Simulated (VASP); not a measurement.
# W (Pbcm) in VASP: notebook, part 2 of 2

VASP 6.6.1. Earlier steps stand in the parts before.

## (4) Single point, PBEsol

This run uses another cell than the first one, of 16.82 Å³/atom, 0.971 times its volume.

INCAR reads:

```
SYSTEM = W
PREC = Accurate
ENCUT = 520
EDIFF = 1E-7
ISMEAR = 1
SIGMA = 0.05
LREAL = .False.
LASPH = .True.
NELM = 80
ALGO = Normal
ISIF = 2
LWAVE = .False.
LCHARG = .False.
GGA = PS
NBANDS = 36
```

KPOINTS reads:

```
regular mesh
0
Gamma
  15 9 9
  0 0 0
```

POSCAR reads:

```
W
1.0
    2.8096620000      0.0000000000      0.0000000000
    0.0000000000      4.8638700000      0.0000000000
    0.0000000000      0.0000000000      4.9236950000
W
4
Direct
    0.7931720000      0.9368430000      0.7500000000
    0.2068280000      0.4368430000      0.7500000000
    0.2068280000      0.0631570000      0.2500000000
    0.7931720000      0.5631570000      0.2500000000
```

Potentials or basis: VASP PAW PBE potentials, release 64 (W_sv).

On the command line:

```bash
cat potpaw_PBE.64/W_sv/POTCAR > POTCAR
mpirun -np 1 vasp_std > vasp.out
```

OUTCAR:

```text
SYSTEM = W
   PREC = Accurate
   ENCUT = 520
   EDIFF = 1E-7
   ISMEAR = 1
   LREAL = .False.
   LASPH = .True.
   NELM = 80
   ISIF = 2
   GGA = PS

 ion  position               nearest neighbor table
   1  0.793  0.937  0.750-   2 2.70   2 2.70   3 2.79   3 2.79   2 2.94   2 2.94   3 3.03   3 3.03
                             4 3.06   4 3.06
   2  0.207  0.437  0.750-   1 2.70   1 2.70   4 2.79   4 2.79   1 2.94   1 2.94   4 3.03   4 3.03
                             3 3.06   3 3.06
   3  0.207  0.063  0.250-   4 2.70   4 2.70   1 2.79   1 2.79   4 2.94   4 2.94   1 3.03   1 3.03
                             2 3.06   2 3.06
   4  0.793  0.563  0.250-   3 2.70   3 2.70   2 2.79   2 2.79   3 2.94   3 2.94   2 3.03   2 3.03
                             1 3.06   1 3.06

  LATTYP: Found a simple orthorhombic cell.
 ALAT       =     2.8096620000
 B/A-ratio  =     1.7311228183
 C/A-ratio  =     1.7524154151

  Lattice vectors:

 A1 = (   2.8096620000,   0.0000000000,   0.0000000000)
 A2 = (   0.0000000000,   4.8638700000,   0.0000000000)
 A3 = (   0.0000000000,   0.0000000000,   4.9236950000)

Analysis of symmetry for initial positions (statically):
[... 180 lines left out ...]
 E-fermi :  10.1613     XC(G=0): -13.3985

 val. band max:       10.1603169408   @ k =   0.0000   0.2222   0.1111
 cond. band min:      10.1626450361   @ k =   0.1333   0.1111   0.1111
 fundamental gap:      0.0023280953
 Fermi energy:        10.1612645456

 k-point     1 :       0.0000    0.0000    0.0000
  band No.  band energies     occupation
      1     -63.6769      2.00000
      2     -63.5999      2.00000
      3     -63.5667      2.00000
      4     -63.5181      2.00000
      5     -28.4482      2.00000
      6     -28.3999      2.00000
[... 925 lines left out ...]
     35      14.3000      0.00000
     36      14.3625      0.00000

 [... further k-points ...]

------------------------ aborting loop because EDIFF is reached ----------------------------------------

  FORCE on cell =-STRESS in cart. coord.  units (eV):
  Direction    XX          YY          ZZ          XY          YZ          ZX
  --------------------------------------------------------------------------------------
  -------------------------------------------------------------------------------------
  Total       -4.1546764     -4.6249877     -4.2051449     -0.0000000      0.0000000      0.0000000
  in kB      -98.9283138   -110.1270450   -100.1300346     -0.0000000      0.0000000      0.0000000
  external PRESSURE =    -103.0617978 kB  Pullay stress =       0.0000000 kB

 VOLUME and BASIS-vectors are now :
 -----------------------------------------------------------------------------
  energy-cutoff  :      520.00
  volume of cell :       67.29
      direct lattice vectors                 reciprocal lattice vectors
     2.809662000  0.000000000  0.000000000     0.355914697  0.000000000  0.000000000
     0.000000000  4.863870000  0.000000000     0.000000000  0.205597600  0.000000000
     0.000000000  0.000000000  4.923695000     0.000000000  0.000000000  0.203099501

 POSITION                                       TOTAL-FORCE (eV/Angst)
 -----------------------------------------------------------------------------------
      2.22855      4.55668      3.69277        -0.059078      0.037074      0.000000
      0.58112      2.12475      3.69277         0.059078      0.037074      0.000000
      0.58112      0.30719      1.23092         0.059078     -0.037074      0.000000
      2.22855      2.73912      1.23092        -0.059078     -0.037074      0.000000
 -----------------------------------------------------------------------------------
    total drift:                                0.000000      0.000000     -0.000000

  FREE ENERGIE OF THE ION-ELECTRON SYSTEM (eV)
  ---------------------------------------------------
  free  energy   TOTEN  =       -53.0764896565 eV

  energy  without entropy=      -53.0763792429  energy(sigma->0) =      -53.07645285
```

OSZICAR:

```text
N       E                     dE             d eps       ncg     rms          rms(c)
DAV:   1     0.718814312321E+03    0.71881E+03   -0.33264E+04 14400   0.183E+03
DAV:   2    -0.176998891553E+02   -0.73651E+03   -0.72245E+03 15000   0.576E+02
DAV:   3    -0.547311059161E+02   -0.37031E+02   -0.35540E+02 17036   0.124E+02
DAV:   4    -0.557818533931E+02   -0.10507E+01   -0.10349E+01 17212   0.189E+01
DAV:   5    -0.557974138802E+02   -0.15560E-01   -0.15533E-01 17028   0.253E+00    0.386E+01
DAV:   6    -0.536291275215E+02    0.21683E+01   -0.31487E+00 16376   0.127E+01    0.148E+01
DAV:   7    -0.530968953725E+02    0.53223E+00   -0.16008E+00 17248   0.817E+00    0.107E+00
DAV:   8    -0.530770272965E+02    0.19868E-01   -0.41703E-02 16540   0.154E+00    0.214E-01
DAV:   9    -0.530764817243E+02    0.54557E-03   -0.19898E-03 18644   0.264E-01    0.969E-02
DAV:  10    -0.530764926981E+02   -0.10974E-04   -0.87495E-05 16756   0.575E-02    0.230E-02
DAV:  11    -0.530764911944E+02    0.15037E-05   -0.27211E-05 16616   0.370E-02    0.136E-02
DAV:  12    -0.530764898634E+02    0.13310E-05   -0.96214E-07 17000   0.755E-03    0.831E-04
DAV:  13    -0.530764896891E+02    0.17424E-06   -0.28115E-08  9332   0.165E-03    0.948E-04
DAV:  14    -0.530764896565E+02    0.32684E-07   -0.82980E-09  9076   0.865E-04
   1 F= -.53076490E+02 E0= -.53076453E+02  d E =-.110414E-03
```

Wall time 8.7 min (1 thread of Oxide Virtual Turin-like, shared host); peak memory 0.39 GiB.

What came out:

```
Free energy            : -53.0765 eV
Pressure               : -10.3 GPa
Largest force          : 0.070 eV/Å
Band gap on the k mesh : zero (band 28 reaches 11.17 eV, above the bottom of band 29 at 9.70 eV)
```

Forces in eV/Å, atoms in the order of the input:
```
W   -0.059  0.037  0.000
W    0.059  0.037  0.000
W    0.059 -0.037  0.000
W   -0.059 -0.037  0.000
```

Caveat: the PAW data sets were made with another functional, which shifts forces and pressure a little; spin-orbit coupling is left out, which moves the levels of the heavy elements.

## (5) The runs side by side

| cell | gap on the mesh (eV) | pressure (GPa) | largest force (eV/Å) |
| --- | --- | --- | --- |
| a = 2.837, b = 4.912, c = 4.972 Å, 4 atoms | none | -17.4 | 0.09 |
| a = 2.781, b = 4.815, c = 4.874 Å, 4 atoms | none | -2.0 | 0.20 |
| a = 2.810, b = 4.864, c = 4.924 Å, 4 atoms | none | -10.3 | 0.07 |

Alike in all rows: task single point; level PBEsol; potentials or basis VASP PAW PBE potentials, release 64 (W_sv); no spin polarisation; k mesh 15 × 9 × 9; cutoff (eV) 520; smearing methfessel-paxton 0.05 eV.

Caveats: the PAW data sets were made with another functional, which shifts forces and pressure a little; spin-orbit coupling is left out, which moves the levels of the heavy elements.

Absolute energies hang on the potentials; compare differences alone.
